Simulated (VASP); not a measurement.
# Hf4C in VASP: notebook

Runs on Hf4C. Level: PBE. Tasks: single point.

Program: VASP 6.6.1. These are calculated values, not measurements. Logs are shortened: lines on timing, memory, paths and dates and some standing lists are left out, and cuts for length are marked.

## Step 1: The cell of the first run

Symmetry: R-3m, No. 166, trigonal system. The conventional cell has a = 6.447 Å, b = 6.447 Å, c = 7.928 Å, α = 90.00°, β = 90.00°, γ = 120.00°. Hf (site symmetry 2/m) has 2 C at 2.28 Å within 3.0 Å. Hf (site symmetry -3m) has 12 Hf at 3.22 to 3.23 Å and 8 C at 3.95 to 3.96 Å within 4.2 Å. Within 3.0 Å of C (site symmetry -3m) lie 6 Hf at 2.28 Å.

## Step 2: Single point, PBE

INCAR reads:

```
ALGO = Normal ; EDIFF = 1E-6
ENCUT = 600 ; GGA = PE
GGA_COMPAT = F ; ISIF = 2
ISMEAR = 0 ; LASPH = T
LCHARG = T ; LELF = T
LREAL = F ; LVHAR = T
LWAVE = F ; NBANDS = 30
NELM = 120 ; PREC = Accurate
SIGMA = 0.2
```

KPOINTS reads:

```
k-points
0
Gamma
  4 4 4
```

POSCAR reads:

```
Hf4C
1.0
    3.2233187162      1.8609839285      2.6427052337
   -3.2233187162      1.8609839285      2.6427052337
    0.0000000000     -3.7219678570      2.6427052337
Hf C
4 1
Direct
    0.5000000000      0.5000000000      0.0000000000
    0.0000000000      0.5000000000      0.5000000000
    0.5000000000      0.0000000000      0.5000000000
    0.0000000000      0.0000000000      0.0000000000
    0.5000000000      0.5000000000      0.5000000000
```

Potentials or basis: VASP PAW PBE potentials, release 64 (Hf_pv, C).

On the command line:

```
cat potpaw_PBE.64/Hf_pv/POTCAR potpaw_PBE.64/C/POTCAR > POTCAR
mpirun -np 1 vasp_std > vasp.out
```

OUTCAR:

```text
EDIFF = 1E-6
   ENCUT = 600
   GGA = PE
   ISIF = 2
   ISMEAR = 0
   LASPH = T
   LREAL = F
   NELM = 120
   PREC = Accurate

 ion  position               nearest neighbor table
   1  0.500  0.500  0.000-   5 2.28   5 2.28   4 3.22   4 3.22   3 3.22   3 3.22   2 3.22   2 3.22
                             3 3.23   2 3.23   3 3.23   2 3.23   4 3.23   4 3.23
   2  0.000  0.500  0.500-   5 2.28   5 2.28   3 3.22   3 3.22   4 3.22   1 3.22   4 3.22   1 3.22
                             4 3.23   1 3.23   4 3.23   1 3.23   3 3.23   3 3.23
   3  0.500  0.000  0.500-   5 2.28   5 2.28   2 3.22   2 3.22   1 3.22   4 3.22   1 3.22   4 3.22
                             1 3.23   1 3.23   4 3.23   4 3.23   2 3.23   2 3.23
   4  0.000  0.000  0.000-   1 3.22   1 3.22   2 3.22   2 3.22   3 3.22   3 3.22   2 3.23   2 3.23
                             3 3.23   3 3.23   1 3.23   1 3.23
   5  0.500  0.500  0.500-   2 2.28   3 2.28   3 2.28   2 2.28   1 2.28   1 2.28

  LATTYP: Found a trigonal (rhomboedric) cell.
 ALAT       =     4.5647492462
 COS(alpha) =     0.0027532162

  Lattice vectors:

 A1 = (   3.2233187162,   1.8609839285,   2.6427052337)
 A2 = (  -3.2233187162,   1.8609839285,   2.6427052337)
 A3 = (   0.0000000000,  -3.7219678570,   2.6427052337)

Analysis of symmetry for initial positions (statically):
=====================================================================
 Subroutine PRICEL returns:
 Original cell was already a primitive cell.

 Routine SETGRP: Setting up the symmetry group for a
 trigonal (rhombohedral) supercell.

 Subroutine GETGRP returns: Found 12 space group operations
 (whereof 12 operations were pure point group operations)
 out of a pool of 12 trial point group operations.

The static configuration has the point symmetry D_3d.

Analysis of symmetry for dynamics (positions and initial velocities):
=====================================================================
 Subroutine PRICEL returns:
 Original cell was already a primitive cell.

 Routine SETGRP: Setting up the symmetry group for a
 trigonal (rhombohedral) supercell.

 Subroutine GETGRP returns: Found 12 space group operations
 (whereof 12 operations were pure point group operations)
 out of a pool of 12 trial point group operations.

The dynamic configuration has the point symmetry D_3d.

 Subroutine INISYM returns: Found 12 space group operations
 (whereof 12 operations are pure point group operations),
 and found     1 'primitive' translations

----------------------------------------------------------------------------------------

                                     Primitive cell

  volume of cell :      95.1143

  direct lattice vectors                    reciprocal lattice vectors
     3.223318716  1.860983929  2.642705234     0.155119628  0.089558359  0.126133376
    -3.223318716  1.860983929  2.642705234    -0.155119628  0.089558359  0.126133376
     0.000000000 -3.721967857  2.642705234     0.000000000 -0.179116718  0.126133376

  length of vectors
     4.564749246  4.564749246  4.564749246     0.219071740  0.219071740  0.219071740

  position of ions in fractional coordinates (direct lattice)
     0.500000000  0.500000000  0.000000000
     0.000000000  0.500000000  0.500000000
     0.500000000  0.000000000  0.500000000
     0.000000000  0.000000000  0.000000000
     0.500000000  0.500000000  0.500000000

  ion indices of the primitive-cell ions
   primitive index   ion index
                 1           1
                 2           2
                 3           3
                 4           4
                 5           5

----------------------------------------------------------------------------------------

 KPOINTS: k-points

Automatic generation of k-mesh.
 Grid dimensions read from file:
 generate k-points for:    4    4    4

 Generating k-lattice:

  Cartesian coordinates                     Fractional coordinates (reciprocal lattice)
     0.038779907  0.022389590  0.031533344     0.250000000  0.000000000  0.000000000
    -0.038779907  0.022389590  0.031533344     0.000000000  0.250000000  0.000000000
     0.000000000 -0.044779179  0.031533344     0.000000000  0.000000000  0.250000000

  Length of vectors
     0.054767935  0.054767935  0.054767935

  Shift w.r.t. Gamma in fractional coordinates (k-lattice)
     0.000000000  0.000000000  0.000000000

 Subroutine IBZKPT returns following result:
 ===========================================

 Found     13 irreducible k-points:

 Following reciprocal coordinates:
            Coordinates               Weight
  0.000000  0.000000  0.000000      1.000000
  0.250000 -0.000000  0.000000      6.000000
  0.500000 -0.000000  0.000000      3.000000
  0.250000  0.250000  0.000000      6.000000
  0.500000  0.250000 -0.000000     12.000000
 -0.250000  0.250000  0.000000      6.000000
  0.500000  0.500000  0.000000      3.000000
  0.250000  0.250000  0.250000      2.000000
  0.500000  0.250000  0.250000      6.000000
 -0.250000  0.250000  0.250000      6.000000
  0.500000  0.500000  0.250000      6.000000
 -0.250000  0.500000  0.250000      6.000000
  0.500000  0.500000  0.500000      1.000000
   k-points           NKPTS =     13   k-points in BZ     NKDIM =     13   number of bands    NBANDS=     30
   number of dos      NEDOS =    301   number of ions     NIONS =      5
   total plane-waves  NPLWV =  46656
   dimension x,y,z NGX =    36 NGY =   36 NGZ =   36
   dimension x,y,z NGXF=    72 NGYF=   72 NGZF=   72
   ions per type =               4   1
   NGX,Y,Z   is equivalent  to a cutoff of  13.11, 13.11, 13.11 a.u.
   NGXF,Y,Z  is equivalent  to a cutoff of  26.22, 26.22, 26.22 a.u.
 SYSTEM =  unknown system
   PREC   = accura    normal or accurate (medium, high low for compatibility)
   ISTART =      0    job   : 0-new  1-cont  2-samecut
   ICHARG =      2    charge: 1-file 2-atom 10-const
   ISPIN  =      1    spin polarized calculation?
   LNONCOLLINEAR =      F non collinear calculations
   LSORBIT =      F    spin-orbit coupling
   LASPH  =      T    aspherical Exc in radial PAW
   ENCUT  =  600.0 eV  44.10 Ry    6.64 a.u.   9.12  9.12  9.12*2*pi/ulx,y,z
   NELM   =    120;   NELMIN=  2; NELMDL= -5     # of ELM steps
   EDIFF  = 0.1E-05   stopping-criterion for ELM
   LREAL  =      F    real-space projection
   EDIFFG = 0.1E-04   stopping-criterion for IOM
   NSW    =      0    number of steps for IOM
   IBRION =     -1    ionic relax: 0-MD 1-quasi-New 2-CG
   NFREE  =      0    steps in history (QN), initial steepest desc. (CG)
   ISIF   =      2    stress and relaxation
   ISYM   =      2    0-nonsym 1-usesym 2-fastsym
   POTIM  = 0.5000    time-step for ionic-motion
   TEBEG  =    0.0;   TEEND  =   0.0 temperature during run
   PSTRESS=    0.0 pullay stress
   NELECT =      44.0000    total number of electrons
   NUPDOWN=      -1.0000    fix difference up-down
   EMIN   =  10.00;   EMAX   =-10.00  energy-range for DOS
   EFERMI =   0.00;   METHOD = LEGACY
   ISMEAR =     0;   SIGMA  =   0.20  broadening in eV -4-tet -1-fermi 0-gaus
   EFERMI_NEDOS =   21; number of points for ismear=-14 and -15
   IALGO  =     38    algorithm
   IMIX   =      4    mixing-type and parameters
     AMIX     =   0.40;   BMIX     =  1.00
     AMIX_MAG =   1.60;   BMIX_MAG =  1.00
  volume/ion in A,a.u.               =      19.02       128.37
  Fermi-wavevector in a.u.,A,eV,Ry     =   1.266127  2.392632 21.811178  1.603076
  Thomas-Fermi vector in A             =   2.399344
   LORBIT       =      0    0 simple, 1 ext, 2 COOP (PROOUT), +10 PAW based schemes
   GGA     = PE    functional components
   LHFCALC =     F    Hartree Fock is set to
   AEXX    =    0.0000 exact exchange contribution
   IVDW    =     0    specifies the selected vdW correction
   LEPSILON=     F    determine dielectric tensor
   LRPA    =     F    only Hartree local field effects (RPA)
 non-spin polarized calculation
 Gauss-broadening in eV      SIGMA  =   0.20
  energy-cutoff  :      600.00
  volume of cell :       95.11
 maximum number of plane-waves:      3186
   NGX = 19   NGY = 19   NGZ = 19

 number of electron      44.0000008 magnetization

 Free energy of the ion-electron system (eV)
  ---------------------------------------------------
  ext. energy  EPLUGINS =         0.00000000
  ---------------------------------------------------
  free energy    TOTEN  =       -50.23718143 eV

  energy without entropy =      -50.11379908  energy(sigma->0) =      -50.17549025

 E-fermi :   4.6886     XC(G=0): -11.3946

 val. band max:        4.6507445306   @ k =  -0.2500   0.5000   0.2500
 cond. band min:       4.7201927646   @ k =  -0.2500   0.5000   0.2500
 fundamental gap:      0.0694482340
 Fermi energy:         4.6885942426

 k-point     1 :       0.0000    0.0000    0.0000
  band No.  band energies     occupation
      1     -25.8151      2.00000
      2     -25.8151      2.00000
      3     -25.8110      2.00000
      4     -25.4215      2.00000
      5     -25.4143      2.00000
      6     -25.4143      2.00000
[... 22 lines left out ...]
     29       9.1175      0.00000
     30       9.1175      0.00000

 k-point     2 :       0.2500   -0.0000    0.0000
  band No.  band energies     occupation
      1     -25.7715      2.00000
      2     -25.7682      2.00000
      3     -25.7462      2.00000
      4     -25.4374      2.00000
      5     -25.4327      2.00000
      6     -25.4187      2.00000
[... 22 lines left out ...]
     29       8.2245      0.00000
     30       8.9108      0.00000

 k-point     3 :       0.5000   -0.0000    0.0000
  band No.  band energies     occupation
      1     -25.7124      2.00000
      2     -25.7072      2.00000
      3     -25.6538      2.00000
      4     -25.4874      2.00000
      5     -25.4818      2.00000
      6     -25.4104      2.00000
[... 319 lines left out ...]
     29       7.9357      0.00000
     30       8.9842      0.00000

 k-point    13 :       0.5000    0.5000    0.5000
  band No.  band energies     occupation
      1     -25.8748      2.00000
      2     -25.8748      2.00000
      3     -25.8705      2.00000
      4     -25.7495      2.00000
      5     -25.3269      2.00000
      6     -25.3230      2.00000
[... 22 lines left out ...]
     29      10.0954      0.00000
     30      10.1346      0.00000

------------------------ aborting loop because EDIFF is reached ----------------------------------------

  FORCE on cell =-STRESS in cart. coord.  units (eV):
  Direction    XX          YY          ZZ          XY          YZ          ZX
  --------------------------------------------------------------------------------------
  -------------------------------------------------------------------------------------
  Total       -0.1885367     -0.1885367     -0.4577199      0.0000000      0.0000000      0.0000000
  in kB       -3.1758548     -3.1758548     -7.7101805      0.0000000      0.0000000      0.0000000
  external PRESSURE =      -4.6872967 kB  Pullay stress =       0.0000000 kB

 VOLUME and BASIS-vectors are now :
 -----------------------------------------------------------------------------
  energy-cutoff  :      600.00
  volume of cell :       95.11
      direct lattice vectors                 reciprocal lattice vectors
     3.223318716  1.860983929  2.642705234     0.155119628  0.089558359  0.126133376
    -3.223318716  1.860983929  2.642705234    -0.155119628  0.089558359  0.126133376
     0.000000000 -3.721967857  2.642705234     0.000000000 -0.179116718  0.126133376

 POSITION                                       TOTAL-FORCE (eV/Angst)
 -----------------------------------------------------------------------------------
      0.00000      1.86098      2.64271        -0.000000     -0.000000      0.000000
     -1.61166     -0.93049      2.64271         0.000000      0.000000     -0.000000
      1.61166     -0.93049      2.64271        -0.000000     -0.000000      0.000000
      0.00000      0.00000      0.00000         0.000000      0.000000     -0.000000
      0.00000      0.00000      3.96406         0.000000      0.000000     -0.000000
 -----------------------------------------------------------------------------------
    total drift:                               -0.000000     -0.000000      0.000000

  FREE ENERGIE OF THE ION-ELECTRON SYSTEM (eV)
  ---------------------------------------------------
  free  energy   TOTEN  =       -50.2371814291 eV

  energy  without entropy=      -50.1137990803  energy(sigma->0) =      -50.17549025
```

Run time: 18 s. Hardware: 1 thread of Intel Xeon 6975P-C (Granite Rapids), shared host; peak memory 0.22 GiB.

Results:

```yaml
Free_energy: -50.2372 eV
Pressure: -0.5 GPa
Band_gap_on_the_k_mesh: zero (band 22 reaches 5.27 eV, above the bottom of band 23 at 4.50 eV)
```

Stress tensor (GPa, compression positive):
```
-0.32  0.00  0.00
 0.00 -0.32  0.00
 0.00  0.00 -0.77
```

Caveat: spin-orbit coupling is left out, which moves the levels of the heavy elements.

## Step 3: Single point, PBE

This run uses another cell than the first one, of 26.36 Å³/atom, 1.386 times its volume.

INCAR reads:

```
SYSTEM = Hf4C
PREC = Accurate
ENCUT = 600
EDIFF = 1E-6
ISMEAR = 0
SIGMA = 0.2
LREAL = .False.
LASPH = .True.
NELM = 120
ALGO = Normal
ISIF = 2
LWAVE = .False.
LCHARG = .True.
GGA = PE
LELF = .True.
LVHAR = .True.
NBANDS = 30
GGA_COMPAT = .False.
```

KPOINTS reads:

```
Automatic mesh
0
Gamma
  4 4 4
  0 0 0
```

POSCAR reads:

```
Hf4C
1.0
    5.0889230738      0.0000000000      0.0000000000
    0.0000000000      5.0889230738      0.0000000000
    0.0000000000      0.0000000000      5.0889230738
Hf C
4 1
Direct
    0.5000000000      0.5000000000      0.5000000000
    0.0000000000      0.5000000000      0.5000000000
    0.5000000000      0.0000000000      0.5000000000
    0.5000000000      0.5000000000      0.0000000000
    0.0000000000      0.0000000000      0.0000000000
```

Potentials or basis: VASP PAW PBE potentials, release 64 (Hf_pv, C).

On the command line:

```
cat potpaw_PBE.64/Hf_pv/POTCAR potpaw_PBE.64/C/POTCAR > POTCAR
mpirun -np 1 vasp_std > vasp.out
```

It took 28 s on 1 thread of Intel Xeon 6975P-C (Granite Rapids), shared host; peak memory 0.27 GiB.

The run converged. Its results:

- Free energy: -36.2156 eV
- Pressure: 0.2 GPa
- Band gap on the k mesh: zero (band 22 reaches 3.13 eV, above the bottom of band 23 at 2.02 eV)

Levels at points of the mesh, in eV from the Fermi level:
```tsv
k point	band 18	band 19	band 20	band 21	band 22	band 23	band 24	band 25
(0.00, 0.00, 0.00)	-2.15	-2.15	-0.50	-0.46	-0.46	-0.43	-0.43	-0.43
(0.50, 0.00, 0.00)	-1.85	-1.51	-1.42	0.14	0.14	0.37	0.37	0.38
(0.50, 0.50, 0.00)	-1.56	-1.05	-0.31	-0.22	0.04	0.04	0.08	1.42
(0.50, 0.50, 0.50)	-1.49	-1.49	-0.23	0.38	0.68	0.68	0.68	1.55
```

Caveat: spin-orbit coupling is left out, which moves the levels of the heavy elements.
